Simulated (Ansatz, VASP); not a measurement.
Two plane-wave programs on SrO

```
Sr O
1.0
     0.00000    2.57163    2.61319
     2.57163    0.00000    2.61319
     2.57163    2.57163    0.00000
Sr O
1 1
Cartesian
  0.0000 0.0000 0.0000
  2.5716 2.5716 2.6132
```

Alike in both runs: task single point; functional PBE; k mesh 6 × 6 × 6; no spin polarisation.

```csv
,VASP,Ansatz
version,VASP 6.6.1,Ansatz 0.2.0
potentials or method,"VASP PAW PBE potentials, release 64 (Sr_sv, O), cutoff 600 eV","scalar-relativistic, plane waves, PAW"
occupations,"gaussian, width 0.01 eV",fixed
valence electrons in the cell,16,16
```

Ansatz gave:

```
gap on the k mesh at the Fermi level (eV) : 3.29
least direct gap on the mesh (eV)         : 3.37
```

Question: Estimate VASP's values.

Answer: gap on the k mesh at the Fermi level (eV): 3.24; least direct gap on the mesh (eV): 3.33.
